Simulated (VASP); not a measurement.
# Yb (Im-3m) in VASP: notebook

Runs on Yb. Level: PBEsol. Tasks: single point.

All numbers are computed with VASP 6.6.1; they aren't measurements. Logs are shortened: lines on timing, memory, paths and dates and some standing lists are left out, and cuts for length are marked.

### 1 The cell of the first run

The structure is cubic, space group Im-3m (No. 229). Conventional cell: a = 4.387 Å, b = 4.387 Å, c = 4.387 Å, α = 90.00°, β = 90.00°, γ = 90.00°. Within 5.0 Å of Yb (site symmetry m-3m) lie 14 Yb at 3.80 to 4.39 Å.

### 2 Single point, PBEsol, collinear spin, ferromagnetic start

Input file INCAR:

```
PREC = Accurate ; ENCUT = 520
EDIFF = 1E-7 ; ISMEAR = -1
SIGMA = 0.05 ; LREAL = False
LASPH = True ; NELM = 150
ALGO = Fast ; ISIF = 2
LWAVE = False ; LCHARG = False
ISPIN = 2 ; MAGMOM = 1
LORBIT = 11 ; LMAXMIX = 6
GGA = PS ; NBANDS = 22
```

Input file KPOINTS:

```
regular mesh
0
Gamma
  9 9 9
```

Input file POSCAR:

```
Yb
1.0
   -2.1936796540      2.1936796540      2.1936796540
    2.1936796540     -2.1936796540      2.1936796540
    2.1936796540      2.1936796540     -2.1936796540
Yb
1
Direct
    0.0000000000      0.0000000000      0.0000000000
```

Potentials or basis: VASP PAW PBE potentials, release 64 (Yb).

Launch:

```console
cat potpaw_PBE.64/Yb/POTCAR > POTCAR
mpirun -np 1 vasp_std > vasp.out
```

OUTCAR:

```text
PREC = Accurate
   ENCUT = 520
   EDIFF = 1E-7
   ISMEAR = -1
   LREAL = False
   LASPH = True
   NELM = 150
   ISIF = 2
   ISPIN = 2
   LORBIT = 11
   GGA = PS

 ion  position               nearest neighbor table
   1  0.000  0.000  0.000-

  LATTYP: Found a body centered cubic cell.
 ALAT       =     4.3873593080

  Lattice vectors:

 A1 = (  -2.1936796540,   2.1936796540,   2.1936796540)
 A2 = (   2.1936796540,  -2.1936796540,   2.1936796540)
 A3 = (   2.1936796540,   2.1936796540,  -2.1936796540)

Analysis of symmetry for initial positions (statically):
=====================================================================
 Subroutine PRICEL returns:
 Original cell was already a primitive cell.

 Routine SETGRP: Setting up the symmetry group for a
 body centered cubic supercell.

 Subroutine GETGRP returns: Found 48 space group operations
 (whereof 48 operations were pure point group operations)
 out of a pool of 48 trial point group operations.

The static configuration has the point symmetry O_h .

Analysis of symmetry for dynamics (positions and initial velocities):
=====================================================================
 Subroutine PRICEL returns:
 Original cell was already a primitive cell.

 Routine SETGRP: Setting up the symmetry group for a
 body centered cubic supercell.

 Subroutine GETGRP returns: Found 48 space group operations
 (whereof 48 operations were pure point group operations)
 out of a pool of 48 trial point group operations.

The dynamic configuration has the point symmetry O_h .

Analysis of structural, dynamic, and magnetic symmetry:
=====================================================================
 Subroutine PRICEL returns:
 Original cell was already a primitive cell.

 Routine SETGRP: Setting up the symmetry group for a
 body centered cubic supercell.

 Subroutine GETGRP returns: Found 48 space group operations
 (whereof 48 operations were pure point group operations)
 out of a pool of 48 trial point group operations.

The overall configuration has the point symmetry O_h .

 Subroutine INISYM returns: Found 48 space group operations
 (whereof 48 operations are pure point group operations),
 and found     1 'primitive' translations

----------------------------------------------------------------------------------------

                                     Primitive cell

  volume of cell :      42.2260

  direct lattice vectors                    reciprocal lattice vectors
    -2.193679654  2.193679654  2.193679654     0.000000000  0.227927537  0.227927537
     2.193679654 -2.193679654  2.193679654     0.227927537  0.000000000  0.227927537
     2.193679654  2.193679654 -2.193679654     0.227927537  0.227927537  0.000000000

  length of vectors
     3.799564616  3.799564616  3.799564616     0.322338214  0.322338214  0.322338214

  position of ions in fractional coordinates (direct lattice)
     0.000000000  0.000000000  0.000000000

  ion indices of the primitive-cell ions
   primitive index   ion index
                 1           1

----------------------------------------------------------------------------------------

 KPOINTS: regular mesh

Automatic generation of k-mesh.
 Grid dimensions read from file:
 generate k-points for:    9    9    9

 Generating k-lattice:

  Cartesian coordinates                     Fractional coordinates (reciprocal lattice)
     0.000000000  0.025325282  0.025325282     0.111111111  0.000000000  0.000000000
     0.025325282  0.000000000  0.025325282     0.000000000  0.111111111  0.000000000
     0.025325282  0.025325282  0.000000000     0.000000000  0.000000000  0.111111111

  Length of vectors
     0.035815357  0.035815357  0.035815357

  Shift w.r.t. Gamma in fractional coordinates (k-lattice)
     0.000000000  0.000000000  0.000000000

 Subroutine IBZKPT returns following result:
 ===========================================

 Found     35 irreducible k-points:

 Following reciprocal coordinates:
            Coordinates               Weight
  0.000000  0.000000  0.000000      1.000000
  0.111111  0.000000  0.000000     12.000000
  0.222222  0.000000  0.000000     12.000000
  0.333333  0.000000  0.000000     12.000000
  0.444444  0.000000  0.000000     12.000000
  0.111111  0.111111  0.000000     24.000000
[... 16 lines left out ...]
 -0.333333  0.444444  0.111111     48.000000
 -0.444444 -0.444444  0.111111     24.000000
 [... further k-points ...]
   k-points           NKPTS =     35   k-points in BZ     NKDIM =     35   number of bands    NBANDS=     22
   number of dos      NEDOS =    301   number of ions     NIONS =      1
   total plane-waves  NPLWV =  21952
   dimension x,y,z NGX =    28 NGY =   28 NGZ =   28
   dimension x,y,z NGXF=    56 NGYF=   56 NGZF=   56
   ions per type =               1
   NGX,Y,Z   is equivalent  to a cutoff of  12.25, 12.25, 12.25 a.u.
   NGXF,Y,Z  is equivalent  to a cutoff of  24.50, 24.50, 24.50 a.u.
 SYSTEM =  unknown system
   PREC   = accura    normal or accurate (medium, high low for compatibility)
   ISTART =      0    job   : 0-new  1-cont  2-samecut
   ICHARG =      2    charge: 1-file 2-atom 10-const
   ISPIN  =      2    spin polarized calculation?
   LNONCOLLINEAR =      F non collinear calculations
   LSORBIT =      F    spin-orbit coupling
   LASPH  =      T    aspherical Exc in radial PAW
   ENCUT  =  520.0 eV  38.22 Ry    6.18 a.u.   7.06  7.06  7.06*2*pi/ulx,y,z
   NELM   =    150;   NELMIN=  2; NELMDL= -5     # of ELM steps
   EDIFF  = 0.1E-06   stopping-criterion for ELM
   LREAL  =      F    real-space projection
   EDIFFG = 0.1E-05   stopping-criterion for IOM
   NSW    =      0    number of steps for IOM
   IBRION =     -1    ionic relax: 0-MD 1-quasi-New 2-CG
   NFREE  =      0    steps in history (QN), initial steepest desc. (CG)
   ISIF   =      2    stress and relaxation
   ISYM   =      2    0-nonsym 1-usesym 2-fastsym
   POTIM  = 0.5000    time-step for ionic-motion
   TEBEG  =    0.0;   TEEND  =   0.0 temperature during run
   PSTRESS=    0.0 pullay stress
   NELECT =      24.0000    total number of electrons
   NUPDOWN=      -1.0000    fix difference up-down
   EMIN   =  10.00;   EMAX   =-10.00  energy-range for DOS
   EFERMI =   0.00;   METHOD = LEGACY
   ISMEAR =    -1;   SIGMA  =   0.05  broadening in eV -4-tet -1-fermi 0-gaus
   EFERMI_NEDOS =   21; number of points for ismear=-14 and -15
   IALGO  =     68    algorithm
   IMIX   =      4    mixing-type and parameters
     AMIX     =   0.40;   BMIX     =  1.00
     AMIX_MAG =   1.60;   BMIX_MAG =  1.00
  volume/ion in A,a.u.               =      42.23       284.95
  Fermi-wavevector in a.u.,A,eV,Ry     =   1.356080  2.562620 25.020481  1.838953
  Thomas-Fermi vector in A             =   2.483114
   LORBIT       =     11    0 simple, 1 ext, 2 COOP (PROOUT), +10 PAW based schemes
   GGA     = PS    functional components
   LHFCALC =     F    Hartree Fock is set to
   AEXX    =    0.0000 exact exchange contribution
   IVDW    =     0    specifies the selected vdW correction
   LEPSILON=     F    determine dielectric tensor
   LRPA    =     F    only Hartree local field effects (RPA)
 spin polarized calculation
 RMM-DIIS sequential band-by-band and
  energy-cutoff  :      520.00
  volume of cell :       42.23
 maximum number of plane-waves:      1157
   NGX = 15   NGY = 15   NGZ = 15

 number of electron      23.9999985 magnetization       0.0000039

 number of electron      23.9999985 magnetization      -0.0005616

 Free energy of the ion-electron system (eV)
  ---------------------------------------------------
  ext. energy  EPLUGINS =         0.00000000
  ---------------------------------------------------
  free energy    TOTEN  =        -3.77236215 eV

  energy without entropy =       -3.75704770  energy(sigma->0) =       -3.76470493

 E-fermi :   0.9941     XC(G=0):  -8.8709

 val. band max:        0.9775889896   @ k =  -0.4444  -0.4444   0.2222
 cond. band min:       1.0102031849   @ k =  -0.4444  -0.4444   0.2222
 fundamental gap:      0.0326141953
 Fermi energy:         0.9941357547

 spin component 1

 k-point     1 :       0.0000    0.0000    0.0000
  band No.  band energies     occupation
      1     -50.8808      1.00000
      2     -23.1401      1.00000
      3     -23.1401      1.00000
      4     -23.1401      1.00000
      5      -3.8254      1.00000
      6       0.5903      0.99969
[... 14 lines left out ...]
     21      15.6039      0.00000
     22      15.6052      0.00000

 k-point     2 :       0.1111    0.0000    0.0000
  band No.  band energies     occupation
      1     -50.8799      1.00000
      2     -23.1638      1.00000
      3     -23.1481      1.00000
      4     -23.1401      1.00000
      5      -3.5682      1.00000
      6       0.5920      0.99968
[... 14 lines left out ...]
     21      13.8334      0.00000
     22      13.9922      0.00000

 k-point     3 :       0.2222    0.0000    0.0000
  band No.  band energies     occupation
      1     -50.8774      1.00000
      2     -23.2230      1.00000
      3     -23.1682      1.00000
      4     -23.1399      1.00000
      5      -2.8381      1.00000
      6       0.5971      0.99964
[... 14 lines left out ...]
     21      13.5420      0.00000
     22      13.7515      0.00000
[... 476 lines left out ...]
 k-point    23 :      -0.3333    0.4444    0.1111
  band No.  band energies     occupation
      1     -50.8718      1.00000
      2     -23.3028      1.00000
      3     -23.2262      1.00000
      4     -23.1721      1.00000
      5      -0.6276      1.00000
      6       0.5883      0.99970
[... 14 lines left out ...]
     21      13.7001      0.00000
     22      15.6569      0.00000

 k-point    24 :      -0.4444   -0.4444    0.1111
  band No.  band energies     occupation
      1     -50.8709      1.00000
      2     -23.3184      1.00000
      3     -23.2369      1.00000
      4     -23.1719      1.00000
      5       0.1077      1.00000
      6       0.5919      0.99968
[... 14 lines left out ...]
     21      14.0407      0.00000
     22      15.3032      0.00000

 [... further k-points ...]

 spin component 2

 k-point     1 :       0.0000    0.0000    0.0000
  band No.  band energies     occupation
      1     -50.8811      1.00000
      2     -23.1403      1.00000
      3     -23.1403      1.00000
      4     -23.1403      1.00000
      5      -3.8253      1.00000
      6       0.5896      0.99969
[... 14 lines left out ...]
     21      15.6069      0.00000
     22      15.6089      0.00000

 k-point     2 :       0.1111    0.0000    0.0000
  band No.  band energies     occupation
      1     -50.8801      1.00000
      2     -23.1640      1.00000
      3     -23.1483      1.00000
      4     -23.1402      1.00000
      5      -3.5681      1.00000
      6       0.5914      0.99968
[... 14 lines left out ...]
     21      13.8349      0.00000
     22      13.9992      0.00000

 k-point     3 :       0.2222    0.0000    0.0000
  band No.  band energies     occupation
      1     -50.8777      1.00000
      2     -23.2232      1.00000
      3     -23.1684      1.00000
      4     -23.1401      1.00000
      5      -2.8380      1.00000
      6       0.5965      0.99965
[... 14 lines left out ...]
     21      13.5806      0.00000
     22      13.7569      0.00000
[... 476 lines left out ...]
 k-point    23 :      -0.3333    0.4444    0.1111
  band No.  band energies     occupation
      1     -50.8720      1.00000
      2     -23.3029      1.00000
      3     -23.2264      1.00000
      4     -23.1723      1.00000
      5      -0.6275      1.00000
      6       0.5877      0.99971
[... 14 lines left out ...]
     21      13.7003      0.00000
     22      15.7972      0.00000

 k-point    24 :      -0.4444   -0.4444    0.1111
  band No.  band energies     occupation
      1     -50.8712      1.00000
      2     -23.3186      1.00000
      3     -23.2370      1.00000
      4     -23.1721      1.00000
      5       0.1077      1.00000
      6       0.5914      0.99968
[... 14 lines left out ...]
     21      14.0407      0.00000
     22      15.2647      0.00000

 [... further k-points ...]
[... 5 lines left out ...]
  --------------------------------------------------------------------------------------
  -------------------------------------------------------------------------------------
  Total       -1.0496061     -1.0496061     -1.0496061     -0.0000000     -0.0000000      0.0000000
  in kB      -39.8251387    -39.8251387    -39.8251387     -0.0000000     -0.0000000      0.0000000
  external PRESSURE =     -39.8251387 kB  Pullay stress =       0.0000000 kB

 VOLUME and BASIS-vectors are now :
 -----------------------------------------------------------------------------
  energy-cutoff  :      520.00
  volume of cell :       42.23
      direct lattice vectors                 reciprocal lattice vectors
    -2.193679654  2.193679654  2.193679654     0.000000000  0.227927537  0.227927537
     2.193679654 -2.193679654  2.193679654     0.227927537  0.000000000  0.227927537
     2.193679654  2.193679654 -2.193679654     0.227927537  0.227927537  0.000000000

 POSITION                                       TOTAL-FORCE (eV/Angst)
 -----------------------------------------------------------------------------------
      0.00000      0.00000      0.00000        -0.000000     -0.000000     -0.000000
 -----------------------------------------------------------------------------------
    total drift:                                0.000000     -0.000000     -0.000000

  FREE ENERGIE OF THE ION-ELECTRON SYSTEM (eV)
  ---------------------------------------------------
  free  energy   TOTEN  =        -3.7723621508 eV

  energy  without entropy=       -3.7570477027  energy(sigma->0) =       -3.76470493

 total charge

# of ion       s       p       d       f       tot
--------------------------------------------------
    1        2.211   5.967   0.210  13.651  22.039

 magnetization (x)

# of ion       s       p       d       f       tot
--------------------------------------------------
    1        0.000   0.000   0.000  -0.000  -0.000
```

It took 5.6 min on 1 thread of Intel Xeon Platinum 8259CL at 2.50GHz (Skylake/Cascade Lake), shared host; peak memory 0.22 GiB.

What came out:

- Free energy: -3.7724 eV
- Pressure: -4.0 GPa
- Band gap on the k mesh: zero (filled and empty bands overlap)
- Net moment: 0.00 μB per cell
- Valence electrons inside the program's atomic spheres: Yb 22.04

Levels at points of the mesh, in eV from the Fermi level:
Spin up:
| k point | band 9 | band 10 | band 11 | band 12 | band 13 | band 14 | band 15 | band 16 |
| --- | --- | --- | --- | --- | --- | --- | --- | --- |
| (0.00, 0.00, 0.00) | -0.31 | -0.31 | -0.31 | -0.29 | 2.69 | 2.69 | 2.69 | 4.35 |
Spin down:
| k point | band 8 | band 9 | band 10 | band 11 | band 12 | band 13 | band 14 | band 15 | band 16 | band 17 |
| --- | --- | --- | --- | --- | --- | --- | --- | --- | --- | --- |
| (0.00, 0.00, 0.00) | -0.40 | -0.31 | -0.31 | -0.31 | -0.29 | 2.69 | 2.69 | 2.69 | 4.35 | 4.35 |

Caveat: the PAW data sets were made with another functional, which shifts forces and pressure a little; spin-orbit coupling is left out, which moves the levels of the heavy elements.

### 3 Single point, PBEsol, collinear spin, ferromagnetic start

This run uses another cell than the first one, of 39.84 Å³/atom, 0.943 times its volume.

Input file INCAR:

```
PREC     = Accurate       # precision mode
ENCUT    = 520            # plane-wave cutoff, eV
EDIFF    = 1E-6           # SCF threshold, eV
ISMEAR   = 0              # smearing method
SIGMA    = 0.05           # smearing width, eV
LREAL    = F              # projectors in reciprocal space
LASPH    = T              # aspherical terms in the spheres
NELM     = 150            # most SCF steps
ALGO     = Normal         # electronic algorithm
ISIF     = 2              # what is computed and relaxed
LWAVE    = F              # write WAVECAR
LCHARG   = T              # write CHGCAR
ISPIN    = 2              # spin polarisation
MAGMOM   = 1              # initial moments
LORBIT   = 11             # projections on sites
LMAXMIX  = 6              # l up to which the mixer works
GGA      = PS             # functional
LELF     = T              # ELF
LVHAR    = T            
NBANDS   = 22             # bands
```

KPOINTS is that of step 2.

Input file POSCAR:

```
Yb
1.0
   -2.1514830000      2.1514830000      2.1514830000
    2.1514830000     -2.1514830000      2.1514830000
    2.1514830000      2.1514830000     -2.1514830000
Yb
1
Direct
    0.0000000000      0.0000000000      0.0000000000
```

Potentials or basis: VASP PAW PBE potentials, release 64 (Yb).

Launch:

```console
cat potpaw_PBE.64/Yb/POTCAR > POTCAR
mpirun -np 1 vasp_std > vasp.out
```

It took 3.2 min on 1 thread of Intel Xeon Platinum 8375C at 2.90GHz (Ice Lake), shared host; peak memory 0.22 GiB.

It converged, with:

- Free energy: -3.8247 eV
- Pressure: -4.2 GPa
- Band gap on the k mesh: zero (filled and empty bands overlap)
- Net moment: 0.00 μB per cell
- Valence electrons inside the program's atomic spheres: Yb 22.06

Levels at points of the mesh, in eV from the Fermi level:
Spin up:
| k point | band 9 | band 10 | band 11 | band 12 | band 13 | band 14 | band 15 | band 16 |
| --- | --- | --- | --- | --- | --- | --- | --- | --- |
| (0.00, 0.00, 0.00) | -0.28 | -0.28 | -0.28 | -0.25 | 2.77 | 2.77 | 2.77 | 4.52 |
Spin down:
```
           k point  band 10  band 11  band 12  band 13  band 14  band 15
(0.00, 0.00, 0.00)    -0.28    -0.28    -0.25     2.77     2.77     2.77
```

Caveat: the PAW data sets were made with another functional, which shifts forces and pressure a little; spin-orbit coupling is left out, which moves the levels of the heavy elements. The state reached can hang on the start; a lower one may exist.
